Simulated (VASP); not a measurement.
# GaSb: single point with PBE

Crystal: GaSb.

```
Ga Sb
1.0
     0.00000    6.11800    6.11800
     6.11800    0.00000    6.11800
     6.11800    6.11800    0.00000
Ga Sb
8 8
Direct
  0.00000 0.00000 0.00000
  0.00000 0.00000 0.50000
  0.00000 0.50000 0.00000
  0.00000 0.50000 0.50000
  0.50000 0.00000 0.00000
  0.50000 0.00000 0.50000
  0.50000 0.50000 0.00000
  0.50000 0.50000 0.50000
  0.12500 0.12500 0.12500
  0.12500 0.12500 0.62500
  0.12500 0.62500 0.12500
  0.12500 0.62500 0.62500
  0.62500 0.12500 0.12500
  0.62500 0.12500 0.62500
  0.62500 0.62500 0.12500
  0.62500 0.62500 0.62500
```

* Program: VASP 6.6.1
* Task: single point
* Functional: PBE
* Potentials or basis: VASP PAW PBE potentials, release 64 (Ga_d, Sb)
* Cutoff: 500 eV
* k mesh: 2 × 2 × 2
* Occupations: fermi-dirac, width 0.05 eV
* Spin: no spin polarisation
* Dipole correction: no
* Further INCAR settings: ALGO = Normal; EDIFF = 1e-06; NBANDS = 86

```yaml
Pressure: 3.0 GPa
```

Levels at points of the mesh, in eV from the Fermi level:
| k point | band 70 | band 71 | band 72 | band 73 | band 74 | band 75 |
| --- | --- | --- | --- | --- | --- | --- |
| (0.00, 0.00, 0.00) | -0.06 | -0.06 | -0.06 | -0.03 | 0.33 | 0.33 |
| (0.50, 0.00, 0.00) | -0.77 | -0.77 | -0.77 | 0.73 | 0.73 | 1.52 |
| (0.50, 0.50, 0.00) | -1.30 | -1.30 | -1.30 | 1.18 | 1.18 | 1.92 |

It took 3.3 min on 1 thread of Intel(R) Xeon(R) Platinum 8488C (Sapphire Rapids), on a shared host, peak memory 0.6 GiB.

Caveat: the k points lie up to 0.44 Å⁻¹ apart; spin-orbit coupling is left out, which moves the levels of the heavy elements.
